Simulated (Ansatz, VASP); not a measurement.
# Pd: VASP beside Ansatz

Contents of INCAR:

```
  PREC = Accurate
  ENCUT = 520
  EDIFF = 1E-6
  ISMEAR = 1
  SIGMA = 0.1
  LREAL = F
  LASPH = T
  NELM = 60
  ALGO = Normal
  ISIF = 2
  LWAVE = F
  LCHARG = F
  GGA = PS
  NBANDS = 11
```

Contents of KPOINTS:

```
regular mesh
0
Gamma
  35 35 35
```

Contents of POSCAR:

```
Pd
1.0
    0.0000000000      1.9450000000      1.9450000000
    1.9450000000      0.0000000000      1.9450000000
    1.9450000000      1.9450000000      0.0000000000
Pd
1
Direct
    0.0000000000      0.0000000000      0.0000000000
```

Input for Ansatz:

```yaml
crystal:
  lattice:
    - [0.0, 1.945, 1.945]
    - [1.945, 0.0, 1.945]
    - [1.945, 1.945, 0.0]
  atoms:
    - { symbol: Pd, position: [0.0, 0.0, 0.0] }
kpoints:
  mp_grid: { grid: [35, 35, 35] }
scf:
  occupations: { method: cold, width: 0.1 }
hamiltonian:
  xc: pbesol
  pseudopotentials: { kind: paw, azcp: { folder: soft_1 } }
output:
  forces: true
  stress: true
  populations: false
```

Alike in both runs: task single point; functional PBEsol; k mesh 35 × 35 × 35; no spin polarisation.

|  | VASP | Ansatz |
| --- | --- | --- |
| version | VASP 6.6.1 | Ansatz 0.2.0 |
| potentials or method | VASP PAW PBE potentials, release 64 (Pd) | plane-wave PAW, scalar-relativistic |
| plane-wave cutoff (eV) | 520 | 420 |
| occupations | methfessel-paxton of order 1, width 0.1 eV | cold, width 0.1 eV |
| valence electrons in the cell | 10 | 18 |

|  | VASP | Ansatz | Ansatz less VASP |
| --- | --- | --- | --- |
| pressure (GPa) | -2.7 | -2.4 | +0.27 |

VASP's potentials were made for PBE, not for PBEsol, and Ansatz warns of the same on its side. VASP's potentials hold 10 valence electrons a cell and Ansatz's 18, so a difference there can come from the potentials and not from the codes.
